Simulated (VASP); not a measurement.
Al4N3:

```
Al N
1.0
     3.11000    0.00000    0.00000
    -1.55500    2.69334    0.00000
     0.00000    0.00000   10.20000
Al N
4 3
Direct
  0.00000 0.00000 0.49200
  0.33333 0.66667 0.73800
  0.00000 0.00000 0.00000
  0.33333 0.66667 0.24700
  0.33333 0.66667 0.43400
  0.00000 0.00000 0.67800
  0.00000 0.00000 0.18600
```

| Property | Result |
| --- | --- |
| Program | VASP 6.6.1 |
| Task | relaxation of cell and atoms |
| Functional | PBE |
| Potentials or basis | VASP PAW PBE potentials, release 64 (Al, N) |
| Cutoff | 600 eV |
| k mesh | 6 × 6 × 2 |
| Occupations | gaussian, width 0.2 eV |
| Spin | no spin polarisation |

At the start: pressure -0.4 GPa; volume 12.21 Å³/atom.

**Question.** Where does the relaxation end?

**Answer.** Over 12 steps the energy falls by 49.2 meV/atom and the volume is 11.75 Å³/atom (-3.8 %); space group P3m1 (No. 156, to 0.05 Å).

The path:
```csv
step,energy change (eV),largest force (eV/Å),pressure (GPa),volume (Å³)
1,0.0000,1.5304,-0.42,85.44
2,-0.1485,0.7334,-1.50,85.04
3,-0.1556,1.0778,-1.66,84.93
4,-0.2536,0.8973,0.26,83.04
5,-0.2575,0.8395,0.87,82.58
6,-0.3218,0.5119,0.17,82.35
7,-0.3237,0.5063,0.09,82.30
8,-0.3410,0.1918,-0.20,82.33
9,-0.3411,0.1764,-0.18,82.33
10,-0.3439,0.1267,0.12,82.15
11,-0.3440,0.1064,0.07,82.18
12,-0.3444,0.0347,-0.04,82.22
```

Final structure:
```
Al N
1.0
     3.11031    0.00000    0.00000
    -1.55515    2.69361    0.00000
     0.00000    0.00000    9.81435
Al N
4 3
Direct
  0.00000 0.00000 0.49592
  0.33333 0.66667 0.75891
  0.00000 0.00000 0.98095
  0.33333 0.66667 0.23896
  0.33333 0.66667 0.43321
  0.00000 0.00000 0.69008
  0.00000 0.00000 0.17698
```

Caveat: the k points lie up to 0.39 Å⁻¹ apart in the final cell; the relaxation stopped at a loose force limit of 0.08 eV/Å, so its end isn't a converged minimum.
